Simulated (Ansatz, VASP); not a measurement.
One calculation of Ta, two programs

```
Ta
1.0
     2.88091    0.00000    0.00000
    -1.44045    2.49494    0.00000
     0.00000    0.00000    5.13160
Ta
2
Direct
  0.33333 0.66667 0.25000
  0.66667 0.33333 0.75000
```

Alike in both runs: task single point; functional r2SCAN; k mesh 11 × 11 × 5; occupations fermi-dirac, width 0.05 eV; no spin polarisation.

|  | VASP | Ansatz |
| --- | --- | --- |
| version | VASP 6.6.1 | Ansatz 0.2.0 |
| potentials or method | VASP PAW PBE potentials, release 64 (Ta_pv) | Ansatz PAW |
| plane-wave cutoff (eV) | 520 | 500 |
| valence electrons in the cell | 22 | 26 |

Ansatz gave:

| Item | Value |
| --- | --- |
| gap on the k mesh at the Fermi level (eV) | none |
| pressure (GPa) | 0.3 |
| traceless stress, the component that is largest in VASP (GPa) | 0.73 |

**Question.** Estimate VASP's values.

**Answer.** gap on the k mesh at the Fermi level (eV): none; pressure (GPa): 0.8; traceless stress, the component that is largest in VASP (GPa): 0.77.

VASP's potentials were made for PBE, not for r2SCAN. A gap of «none» marks a metal or a gap that the smearing closes. VASP's potentials hold 22 valence electrons a cell and Ansatz's 26, so a difference there can come from the potentials and not from the codes.

Neither program's run includes spin-orbit coupling.
